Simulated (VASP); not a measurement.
Write the native input for VASP 6.6.1 that does the following.

```
Task                   : single point
Functional             : RPBE
Potentials or basis    : VASP PAW PBE potentials, release 64 (Au, Al)
Cutoff                 : 520 eV
k mesh                 : 8 × 8 × 8
Occupations            : fermi-dirac, width 0.05 eV
Spin                   : no spin polarisation
Dipole correction      : no
Further INCAR settings : ALGO = Normal; EDIFF = 1e-06; NBANDS = 16
```

The structure of Al2Au lies in POSCAR:

```
Al2Au
1.0
    0.0000000000      3.0491666913      3.0491666913
    3.0491666913      0.0000000000      3.0491666913
    3.0491666913      3.0491666913      0.0000000000
Au Al
1 2
Direct
    0.0000000000      0.0000000000      0.0000000000
    0.7500000000      0.7500000000      0.7500000000
    0.2500000000      0.2500000000      0.2500000000
```

One way to write it, as run:

INCAR

```
PREC     = Accurate       # precision mode
ENCUT    = 520            # plane-wave cutoff, eV
EDIFF    = 1E-6           # SCF threshold, eV
ISMEAR   = -1             # smearing method
SIGMA    = 0.05           # smearing width, eV
LREAL    = F              # projectors in reciprocal space
LASPH    = T              # aspherical terms in the spheres
NELM     = 60             # most SCF steps
ALGO     = Normal         # electronic algorithm
ISIF     = 2              # what is computed and relaxed
LWAVE    = F              # write WAVECAR
LCHARG   = F              # write CHGCAR
GGA      = RP             # functional
NBANDS   = 16             # bands
```

KPOINTS

```
Automatic mesh
0
Gamma
  8 8 8
```

Potentials or basis: VASP PAW PBE potentials, release 64 (Au, Al).

Run with:

```console
$ cat potpaw_PBE.64/Au/POTCAR potpaw_PBE.64/Al/POTCAR > POTCAR
$ mpirun -np 1 vasp_std > vasp.out
```

It gave:

```json
{
  "Pressure": "-0.3 GPa"
}
```

Caveat: the PAW data sets were made with another functional, which shifts forces and pressure a little.

Wall time 32 s on 1 thread of Intel Xeon 6975P-C, with other jobs on the host, peak memory 0.19 GiB.
